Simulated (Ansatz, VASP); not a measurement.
**HfN in VASP and in Ansatz**

Contents of INCAR:

```
SYSTEM = HfN
PREC = Accurate ; ENCUT = 520
EDIFF = 1E-7 ; ISMEAR = 0
SIGMA = 0.1 ; LREAL = .FALSE.
LASPH = .TRUE. ; NELM = 100
ALGO = Normal ; ISIF = 2
LWAVE = .FALSE. ; LCHARG = .TRUE.
GGA = PS ; LELF = .TRUE.
LVHAR = .TRUE. ; NBANDS = 23
```

KPOINTS

```
Automatic mesh
0
G
  16 16 12
  0 0 0
```

POSCAR

```
HfN
1.0
    2.2508679147      2.2508679147      0.0000000000
   -2.2508679147      2.2508679147      0.0000000000
    0.0000000000      0.0000000000      4.3666837546
Hf N
2 2
Direct
    0.0000000000      0.0000000000      0.0000000000
    0.5000000000      0.5000000000      0.5000000000
    0.5000000000      0.5000000000      0.0000000000
    0.0000000000      0.0000000000      0.5000000000
```

Input for Ansatz:

```yaml
crystal:
  lattice:
    - [2.2508679147, 2.2508679147, 0.0]
    - [-2.2508679147, 2.2508679147, 0.0]
    - [0.0, 0.0, 4.3666837546]
  atoms:
    - { symbol: Hf, position: [0.0, 0.0, 0.0] }
    - { symbol: Hf, position: [0.5, 0.5, 0.5] }
    - { symbol: "N", position: [0.5, 0.5, 0.0] }
    - { symbol: "N", position: [0.0, 0.0, 0.5] }
basis:
  ecutwfc: 420
kpoints:
  mp_grid: { grid: [16, 16, 12] }
hamiltonian:
  xc: pbesol
scf:
  occupations: { method: gaussian, width: 0.1 }
output:
  forces: true
  stress: true
  eigenvalues: true
```

Change from the starting cell: strain along c alone, the other axes held, atoms relaxed: -3.0 %.

Alike in both runs: task single point; functional PBEsol; k mesh 16 × 16 × 12; occupations gaussian, width 0.1 eV; no spin polarisation.

|  | VASP | Ansatz |
| --- | --- | --- |
| version | VASP 6.6.1 | Ansatz 0.2.0 |
| potentials or method | VASP PAW PBE potentials, release 64 (Hf_pv, N), cutoff 520 eV | scalar-relativistic, plane waves, PAW |
| valence electrons in the cell | 30 | 62 |

Ansatz gave:

```
gap on the k mesh at the Fermi level (eV)                     : none
pressure (GPa)                                                : 9.9
traceless stress, the component that is largest in VASP (GPa) : 13.02
```

Question: Estimate VASP's values.

Answer: gap on the k mesh at the Fermi level (eV): none; pressure (GPa): 7.7; traceless stress, the component that is largest in VASP (GPa): 13.00.

VASP's potentials were made for PBE, not for PBEsol. A gap of «none» marks a metal or a gap that the smearing closes. With one functional, cell and mesh, what is left measures potentials, basis and numerics. VASP's potentials hold 30 valence electrons a cell and Ansatz's 62, so a difference there can come from the potentials and not from the codes.

Spin-orbit coupling is off throughout.
